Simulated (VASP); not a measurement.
Input of a VASP 6.6.1 run:

The input INCAR:

```
SYSTEM = MnBr2
PREC = Accurate ; ENCUT = 520
EDIFF = 1E-6 ; ISMEAR = 0
SIGMA = 0.05 ; LREAL = .False.
LASPH = .True. ; NELM = 150
ALGO = Normal ; ISIF = 2
LWAVE = .False. ; LCHARG = .False.
ISPIN = 2 ; MAGMOM = 0.5 0 0
LORBIT = 11 ; LMAXMIX = 4
LDAU = .True. ; LDAUTYPE = 2
LDAUL = 2 -1 ; LDAUU = 4.9 0
LDAUJ = 0 0 ; LDAUPRINT = 1
NBANDS = 24
```

KPOINTS

```
regular mesh
0
Gamma
  8 8 4
  0 0 0
```

POSCAR

```
MnBr2
1.0
    3.8258920574      0.0000000000      0.0000000000
   -1.9129460287      3.3133197139      0.0000000000
    0.0000000000      0.0000000000      6.1709537350
Mn Br
1 2
Direct
    0.0000000000      0.0000000000      0.0000000000
    0.3333333333      0.6666666667      0.2434265097
    0.6666666667      0.3333333333      0.7565734903
```

Potentials or basis: VASP PAW LDA potentials, release 64 (Mn_pv, Br).

Run with:

```bash
$ cat potpaw_LDA.64/Mn_pv/POTCAR potpaw_LDA.64/Br/POTCAR > POTCAR
$ mpirun -np 1 vasp_std > vasp.out
```

(1) Estimate the largest force.

(2) Estimate the pressure.

## Answers

(1) 0.924 eV/Å.

(2) -6.9 GPa.

Caveat: the cell stands under tension.
